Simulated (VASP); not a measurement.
B5W2, 7 atoms in the cell. Symmetry: R-3m, No. 166, trigonal system. The conventional cell has a = 3.011 Å, b = 3.011 Å, c = 20.930 Å, α = 90.00°, β = 90.00°, γ = 120.00°. Within 3.2 Å of W (site symmetry 3m) lie 13 B at 2.31 to 2.59 Å and 7 W at 3.01 to 3.14 Å. B (site symmetry -3m) has 6 B at 1.78 Å within 2.4 Å. B (site symmetry 3m) has 3 B at 1.74 Å and 6 W at 2.34 to 2.35 Å within 2.4 Å. Within 2.4 Å of B (site symmetry 3m) lie 6 B at 1.78 to 1.92 Å and 4 W at 2.31 to 2.32 Å. 

| Quantity | Value |
| --- | --- |
| Program | VASP 6.6.1 |
| Task | single point |
| Functional | LDA |
| Potentials or basis | VASP PAW LDA potentials, release 64 (W_sv, B) |
| Cutoff | 500 eV |
| k mesh | 12 × 12 × 12 |
| Occupations | fermi-dirac, width 0.02 eV |
| Spin | no spin polarisation |
| Dipole correction | no |
| Further INCAR settings | ALGO = Normal; EDIFF = 1e-06; NBANDS = 30 |

Potentials or basis: VASP PAW LDA potentials, release 64 (W_sv, B).

Run with:

```sh
$ cat potpaw_LDA.64/W_sv/POTCAR potpaw_LDA.64/B/POTCAR > POTCAR
$ mpirun -np 1 vasp_std > vasp.out
```

Hardware: 1 thread of Oxide Virtual Turin-like Processor, with other jobs on the host.

How long does it take, and how much memory?

Wall time 32 min on 1 thread of Oxide Virtual Turin-like Processor, with other jobs on the host, peak memory 0.45 GiB. Counts: scf iterations 13, k points 189.
